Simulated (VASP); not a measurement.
A run of VASP 6.6.1 is set up as follows.

File INCAR:

```
PREC = Accurate
ENCUT = 500
EDIFF = 1E-6
ISMEAR = -1
SIGMA = 0.05
LREAL = False
LASPH = True
NELM = 120
ALGO = Normal
ISIF = 2
LWAVE = False
LCHARG = False
NBANDS = 11
GGA_COMPAT = False
```

The input KPOINTS:

```
Automatic mesh
0
Gamma
  6 6 6
```

Contents of POSCAR:

```
Sr
1.0
    2.2809724413      2.2809724413      2.2809724413
   -2.2809724413      2.2809724413      2.2809724413
   -2.2809724413     -2.2809724413      2.2809724413
Sr
1
Direct
    0.0000000000      0.0000000000      0.0000000000
```

Potentials or basis: VASP PAW LDA potentials, release 64 (Sr_sv).

Command:

```sh
$ cat potpaw_LDA.64/Sr_sv/POTCAR > POTCAR
$ mpirun -np 1 vasp_std > vasp.out
```

(1) Predict the pressure.

(2) Predict the band gap on the k mesh.

Answers

(1) 0.0 GPa.

(2) zero (band 5 reaches 2.10 eV, above the bottom of band 6 at 1.58 eV).
